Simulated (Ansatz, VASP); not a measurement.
Two plane-wave programs on AgCl

```
Ag Cl
1.0
     0.00000    2.77315    2.68996
     2.77315    0.00000    2.68996
     2.77315    2.77315    0.00000
Ag Cl
1 1
Direct
  0.50000 0.50000 0.50000
  0.00000 0.00000 0.00000
```

Change from the starting cell: zz strain of -3 %, PAW files.

Alike in both runs: task electric field gradients; functional LDA; k mesh 8 × 8 × 8; occupations fermi-dirac, width 0.02 eV; no spin polarisation.

```csv
,VASP,Ansatz
version,VASP 6.6.1,Ansatz 0.2.0
potentials or method,"VASP PAW LDA potentials, release 64 (Ag, Cl)","PAW with Ansatz's default frozen-core files, scalar-relativistic"
plane-wave cutoff (eV),520,420
valence electrons in the cell,18,26
```

Ansatz gave:

| Item | Value |
| --- | --- |
| pressure (GPa) | -4.2 |
| traceless stress, the component that is largest in VASP (GPa) | 0.30 |
| size of Vzz on the site where it differs most (V/Å²) | 14.4 |

**Question.** Which values does VASP return?

**Answer.** Pressure (GPa): -4.2; traceless stress, the component that is largest in VASP (GPa): 0.31; size of Vzz on the site where it differs most (V/Å²): 19.2.

LDA's correlation is that of Perdew and Zunger in VASP and of Perdew and Wang (1992) in Ansatz. VASP's potentials hold 18 valence electrons a cell and Ansatz's 26, so a difference there can come from the potentials and not from the codes.
